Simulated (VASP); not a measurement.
# YSe2 (Fm-3m) in VASP: further runs, part 2 of 2

VASP 6.6.1. Earlier steps stand in the parts before.

## (5) Single point, PBE

This run uses another cell than the first one, of 26.87 Å³/atom.

INCAR

```
ALGO     = Normal         # electronic algorithm
EDIFF    = 1E-6           # SCF threshold, eV
ENCUT    = 520            # plane-wave cutoff, eV
GGA      = PE             # functional
ISIF     = 2              # what is computed and relaxed
ISMEAR   = 0              # smearing method
LASPH    = T              # aspherical terms in the spheres
LCHARG   = F              # write CHGCAR
LREAL    = F              # projectors in reciprocal space
LWAVE    = F              # write WAVECAR
NBANDS   = 18             # bands
NELM     = 100            # most SCF steps
PREC     = Accurate       # precision mode
SIGMA    = 0.05           # smearing width, eV
```

KPOINTS

```
k-points
0
Gamma
  8 8 8
```

POSCAR

```
YSe2
1.0
    0.0000000000      3.4286292146      3.4286292146
    3.4286292146      0.0000000000      3.4286292146
    3.4286292146      3.4286292146      0.0000000000
Y Se
1 2
Direct
    0.0000000000      0.0000000000      0.0000000000
    0.2500000000      0.2500000000      0.2500000000
    0.7500000000      0.7500000000      0.7500000000
```

Potentials or basis: VASP PAW PBE potentials, release 64 (Y_sv, Se).

Launch:

```sh
> cat potpaw_PBE.64/Y_sv/POTCAR potpaw_PBE.64/Se/POTCAR > POTCAR
> mpirun -np 1 vasp_std > vasp.out
```

OUTCAR:

```text
EDIFF = 1E-6
   ENCUT = 520
   GGA = PE
   ISIF = 2
   ISMEAR = 0
   LASPH = T
   LREAL = F
   NELM = 100
   PREC = Accurate

 ion  position               nearest neighbor table
   1  0.000  0.000  0.000-   3 2.97   3 2.97   3 2.97   2 2.97   2 2.97   2 2.97   3 2.97   2 2.97

   2  0.250  0.250  0.250-   1 2.97   1 2.97   1 2.97   1 2.97
   3  0.750  0.750  0.750-   1 2.97   1 2.97   1 2.97   1 2.97

  LATTYP: Found a face centered cubic cell.
 ALAT       =     6.8572584292

  Lattice vectors:

 A1 = (   0.0000000000,   3.4286292146,   3.4286292146)
 A2 = (   3.4286292146,   0.0000000000,   3.4286292146)
 A3 = (   3.4286292146,   3.4286292146,   0.0000000000)

Analysis of symmetry for initial positions (statically):
=====================================================================
 Subroutine PRICEL returns:
 Original cell was already a primitive cell.

 Routine SETGRP: Setting up the symmetry group for a
 face centered cubic supercell.

 Subroutine GETGRP returns: Found 48 space group operations
 (whereof 48 operations were pure point group operations)
 out of a pool of 48 trial point group operations.

The static configuration has the point symmetry O_h .

Analysis of symmetry for dynamics (positions and initial velocities):
=====================================================================
 Subroutine PRICEL returns:
 Original cell was already a primitive cell.

 Routine SETGRP: Setting up the symmetry group for a
 face centered cubic supercell.

 Subroutine GETGRP returns: Found 48 space group operations
 (whereof 48 operations were pure point group operations)
 out of a pool of 48 trial point group operations.

The dynamic configuration has the point symmetry O_h .

[... 114 lines left out ...]
   EFERMI =   0.00;   METHOD = LEGACY
   ISMEAR =     0;   SIGMA  =   0.05  broadening in eV -4-tet -1-fermi 0-gaus
   EFERMI_NEDOS =   21; number of points for ismear=-14 and -15
   IALGO  =     38    algorithm
   IMIX   =      4    mixing-type and parameters
     AMIX     =   0.40;   BMIX     =  1.00
     AMIX_MAG =   1.60;   BMIX_MAG =  1.00
  volume/ion in A,a.u.               =      26.87       181.33
  Fermi-wavevector in a.u.,A,eV,Ry     =   1.077756  2.036663 15.803942  1.161557
  Thomas-Fermi vector in A             =   2.213676
   LORBIT       =      0    0 simple, 1 ext, 2 COOP (PROOUT), +10 PAW based schemes
   GGA     = PE    functional components
   LHFCALC =     F    Hartree Fock is set to
   AEXX    =    0.0000 exact exchange contribution
   IVDW    =     0    specifies the selected vdW correction
   LEPSILON=     F    determine dielectric tensor
   LRPA    =     F    only Hartree local field effects (RPA)
 non-spin polarized calculation
 Gauss-broadening in eV      SIGMA  =   0.05
  energy-cutoff  :      520.00
  volume of cell :       80.61
 maximum number of plane-waves:      2200
   NGX = 17   NGY = 17   NGZ = 17

 number of electron      23.0000003 magnetization

 Free energy of the ion-electron system (eV)
  ---------------------------------------------------
  ext. energy  EPLUGINS =         0.00000000
  ---------------------------------------------------
  free energy    TOTEN  =       -17.46132987 eV

  energy without entropy =      -17.46074258  energy(sigma->0) =      -17.46103622

 E-fermi :   2.6748     XC(G=0):  -9.2807

 val. band max:        2.5810131138   @ k =  -0.2500   0.1250   0.0000
 cond. band min:       2.7003294563   @ k =   0.3750   0.3750   0.0000
 fundamental gap:      0.1193163425
 Fermi energy:         2.6748485939

 k-point     1 :       0.0000    0.0000    0.0000
  band No.  band energies     occupation
      1     -39.6213      2.00000
      2     -19.5864      2.00000
      3     -19.5864      2.00000
      4     -19.5864      2.00000
      5     -10.2282      2.00000
      6      -8.1041      2.00000
[... 481 lines left out ...]
      5      -9.1899      2.00000
      6      -9.0464      2.00000
[... 10 lines left out ...]
     17       8.1221      0.00000
     18       9.8338      0.00000

 [... further k-points ...]

------------------------ aborting loop because EDIFF is reached ----------------------------------------

  FORCE on cell =-STRESS in cart. coord.  units (eV):
  Direction    XX          YY          ZZ          XY          YZ          ZX
  --------------------------------------------------------------------------------------
  -------------------------------------------------------------------------------------
  Total        0.0322703      0.0322703      0.0322703      0.0000000      0.0000000      0.0000000
  in kB        0.6413902      0.6413902      0.6413902      0.0000000      0.0000000      0.0000000
  external PRESSURE =       0.6413902 kB  Pullay stress =       0.0000000 kB

 VOLUME and BASIS-vectors are now :
 -----------------------------------------------------------------------------
  energy-cutoff  :      520.00
  volume of cell :       80.61
      direct lattice vectors                 reciprocal lattice vectors
     0.000000000  3.428629215  3.428629215    -0.145830875  0.145830875  0.145830875
     3.428629215  0.000000000  3.428629215     0.145830875 -0.145830875  0.145830875
     3.428629215  3.428629215  0.000000000     0.145830875  0.145830875 -0.145830875

 POSITION                                       TOTAL-FORCE (eV/Angst)
 -----------------------------------------------------------------------------------
      0.00000      0.00000      0.00000         0.000000      0.000000      0.000000
      1.71431      1.71431      1.71431        -0.000000     -0.000000     -0.000000
      5.14294      5.14294      5.14294         0.000000      0.000000      0.000000
 -----------------------------------------------------------------------------------
    total drift:                               -0.000000      0.000000      0.000000

  FREE ENERGIE OF THE ION-ELECTRON SYSTEM (eV)
  ---------------------------------------------------
  free  energy   TOTEN  =       -17.4613298681 eV

  energy  without entropy=      -17.4607425813  energy(sigma->0) =      -17.46103622
```

OSZICAR:

```text
N       E                     dE             d eps       ncg     rms          rms(c)
DAV:   1     0.995571349368E+02    0.99557E+02   -0.10583E+04  1044   0.113E+03
DAV:   2    -0.120414434825E+02   -0.11160E+03   -0.10937E+03  1374   0.222E+02
DAV:   3    -0.181717084688E+02   -0.61303E+01   -0.60537E+01  1370   0.437E+01
DAV:   4    -0.184281212969E+02   -0.25641E+00   -0.25610E+00  1636   0.756E+00
DAV:   5    -0.184319393279E+02   -0.38180E-02   -0.38172E-02  1410   0.926E-01    0.234E+01
DAV:   6    -0.175177768970E+02    0.91416E+00   -0.16726E+00  1226   0.630E+00    0.181E+01
DAV:   7    -0.174960136281E+02    0.21763E-01   -0.11751E+00  1586   0.499E+00    0.684E+00
DAV:   8    -0.174793569762E+02    0.16657E-01   -0.55277E-01  1240   0.354E+00    0.165E+00
DAV:   9    -0.174614791016E+02    0.17878E-01   -0.10651E-01  1160   0.160E+00    0.236E-01
DAV:  10    -0.174611457026E+02    0.33340E-03   -0.38286E-03  1248   0.371E-01    0.417E-01
DAV:  11    -0.174612907100E+02   -0.14501E-03   -0.73181E-04  1404   0.156E-01    0.671E-02
DAV:  12    -0.174613247805E+02   -0.34071E-04   -0.66980E-05  1336   0.449E-02    0.519E-02
DAV:  13    -0.174613295962E+02   -0.48157E-05   -0.51673E-05  1364   0.353E-02    0.571E-03
DAV:  14    -0.174613298681E+02   -0.27189E-06   -0.29604E-06  1144   0.999E-03
   1 F= -.17461330E+02 E0= -.17461036E+02  d E =-.587287E-03
```

Wall time 20 s (1 thread of Intel Xeon 6975P-C (Granite Rapids), shared host); peak memory 0.23 GiB.

Results:

* Free energy: -17.4613 eV
* Pressure: 0.1 GPa
* Band gap on the k mesh: zero (an odd number of electrons rules out a gap without spin polarisation)

Levels at points of the mesh, in eV from the Fermi level:
| k point | band 7 | band 8 | band 9 | band 10 | band 11 | band 12 | band 13 | band 14 | band 15 | band 16 |
| --- | --- | --- | --- | --- | --- | --- | --- | --- | --- | --- |
| (0.00, 0.00, 0.00) | -3.29 | -3.29 | -3.29 | 0.17 | 0.17 | 0.17 | 2.37 | 2.37 | 4.42 | 5.92 |
| (0.50, 0.00, 0.00) | -2.51 | -2.51 | -2.17 | -1.77 | -1.41 | -1.41 | 2.88 | 2.88 | 4.02 | 6.03 |
| (0.50, 0.50, 0.00) | -4.43 | -2.91 | -2.91 | -0.33 | -0.33 | 1.11 | 2.08 | 3.46 | 4.00 | 4.98 |

## (6) Single point, PBE (26.98 Å³/atom)

This run uses another cell than the first one, of 26.98 Å³/atom.

INCAR

```
ALGO     = Normal         # electronic algorithm
EDIFF    = 1E-7           # SCF threshold, eV
ENCUT    = 520            # plane-wave cutoff, eV
GGA      = PE             # functional
ISIF     = 2              # what is computed and relaxed
ISMEAR   = 0              # smearing method
LASPH    = True           # aspherical terms in the spheres
LCHARG   = True           # write CHGCAR
LELF     = True           # ELF
LREAL    = False          # projectors in reciprocal space
LVHAR    = True         
LWAVE    = False          # write WAVECAR
NBANDS   = 18             # bands
NELM     = 60             # most SCF steps
PREC     = Accurate       # precision mode
SIGMA    = 0.05           # smearing width, eV
```

KPOINTS is that of step 5.

POSCAR

```
YSe2
1.0
    0.0000000000      3.4331946384      3.4331946384
    3.4331946384      0.0000000000      3.4331946384
    3.4331946384      3.4331946384      0.0000000000
Y Se
1 2
Direct
    0.0000000000      0.0000000000      0.0000000000
    0.2500000000      0.2500000000      0.2500000000
    0.7500000000      0.7500000000      0.7500000000
```

Potentials or basis: VASP PAW PBE potentials, release 64 (Y_sv, Se).

Launch:

```sh
> cat potpaw_PBE.64/Y_sv/POTCAR potpaw_PBE.64/Se/POTCAR > POTCAR
> mpirun -np 1 vasp_std > vasp.out
```

Run time: 20 s. Hardware: 1 thread of Intel Xeon 6975P-C (Granite Rapids), shared host; peak memory 0.23 GiB.

Results (log left out):

```yaml
Free_energy: -17.4612 eV
Pressure: -0.2 GPa
Band_gap_on_the_k_mesh: zero (an odd number of electrons rules out a gap without spin polarisation)
```

Levels at points of the mesh, in eV from the Fermi level:
| k point | band 8 | band 9 | band 10 | band 11 | band 12 | band 13 | band 14 | band 15 |
| --- | --- | --- | --- | --- | --- | --- | --- | --- |
| (0.00, 0.00, 0.00) | -3.27 | -3.27 | 0.17 | 0.17 | 0.17 | 2.38 | 2.38 | 4.40 |
| (0.50, 0.00, 0.00) | -2.49 | -2.17 | -1.77 | -1.41 | -1.41 | 2.88 | 2.88 | 4.01 |
| (0.50, 0.50, 0.00) | -2.90 | -2.90 | -0.33 | -0.33 | 1.11 | 2.08 | 3.45 | 3.98 |

## (7) Overview

```csv
cell,gap on the mesh (eV),pressure (GPa)
"a = 4.759 Å, angles 60.0°, 3 atoms",none,3.9
"a = 4.784 Å, angles 60.0°, 3 atoms",none,2.7
"a = 4.817 Å, angles 60.0°, 3 atoms",none,1.3
"a = 4.849 Å, angles 60.0°, 3 atoms",none,0.1
"a = 4.855 Å, angles 60.0°, 3 atoms",none,-0.2
```

Alike in all rows: task single point; level PBE; potentials or basis VASP PAW PBE potentials, release 64 (Y_sv, Se); no spin polarisation; k mesh 8 × 8 × 8; cutoff (eV) 520; smearing gaussian 0.05 eV.

Caveats: the cell stands under pressure (at least some runs).

Total energies depend on the potentials used, so only differences within one code and one set of settings carry meaning.
